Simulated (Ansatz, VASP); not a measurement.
Two plane-wave programs on SnO

INCAR

```
SYSTEM = SnO
  PREC = Accurate
  ENCUT = 520
  EDIFF = 1E-6
  ISMEAR = 0
  SIGMA = 0.05
  LREAL = .False.
  LASPH = .True.
  NELM = 60
  ALGO = Normal
  ISIF = 2
  LWAVE = .False.
  LCHARG = .False.
  LDIPOL = .True.
  IDIPOL = 3
  DIPOL = 0.5 0.5 0.401
  GGA = PE
  IVDW = 12
  NBANDS = 50
```

KPOINTS

```
regular mesh
0
Gamma
  7 7 1
  0 0 0
```

Contents of POSCAR:

```
SnO
1.0
    3.8201631401      0.0000000000      0.0000000000
    0.0000000000      3.8201631401      0.0000000000
    0.0000000000      0.0000000000     22.2260824966
Sn O
4 4
Direct
    0.7500000000      0.2500000000      0.2024648294
    0.2500000000      0.7500000000      0.3087832167
    0.6250000000      1.1250000000      0.4932511724
    0.1250000000      1.6250000000      0.5995695597
    0.2500000000      0.2500000000      0.2556240230
    0.7500000000      0.7500000000      0.2556240230
    0.1250000000      1.1250000000      0.5464103660
    0.6250000000      1.6250000000      0.5464103660
```

Input for Ansatz:

```yaml
crystal:
  lattice:
    - [3.8201631401, 0.0, 0.0]
    - [0.0, 3.8201631401, 0.0]
    - [0.0, 0.0, 22.2260824966]
  atoms:
    - { symbol: Sn, position: [0.75, 0.25, 0.2024648294] }
    - { symbol: O, position: [0.25, 0.25, 0.255624023] }
    - { symbol: O, position: [0.75, 0.75, 0.255624023] }
    - { symbol: Sn, position: [0.25, 0.75, 0.3087832167] }
    - { symbol: Sn, position: [0.625, 1.125, 0.4932511724] }
    - { symbol: O, position: [0.125, 1.125, 0.546410366] }
    - { symbol: O, position: [0.625, 1.625, 0.546410366] }
    - { symbol: Sn, position: [0.125, 1.625, 0.5995695597] }
basis:
  ecutwfc: 420
kpoints:
  mp_grid: { grid: [7, 7, 1] }
hamiltonian:
  xc: pbe
  pseudopotentials: { kind: paw, azcp: { folder: soft_1 } }
  dispersion: d3bj
scf:
  occupations: { method: gaussian, width: 0.05 }
output:
  forces: true
  eigenvalues: true
efield:
  axis: 3
  dipole_correction: true
  ramp_width: 0.04
```

Alike in both runs: task single point; functional PBE; dispersion D3(BJ); k mesh 7 × 7 × 1; occupations gaussian, width 0.05 eV; no spin polarisation.

|  | VASP | Ansatz |
| --- | --- | --- |
| version | VASP 6.6.1 | Ansatz 0.2.0 |
| potentials or method | VASP PAW PBE potentials, release 64 (Sn_d, O), cutoff 520 eV | scalar-relativistic, plane waves, PAW |
| valence electrons in the cell | 80 | 80 |

Ansatz gave:

| Property | Result |
| --- | --- |
| gap on the k mesh at the Fermi level (eV) | 2.59 |
| least direct gap on the mesh (eV) | 2.61 |
| rms of the force components (eV/Å) | 0.025 |

Q: What did VASP give for the same quantities?

A: gap on the k mesh at the Fermi level (eV): 2.54; least direct gap on the mesh (eV): 2.56; rms of the force components (eV/Å): 0.056.
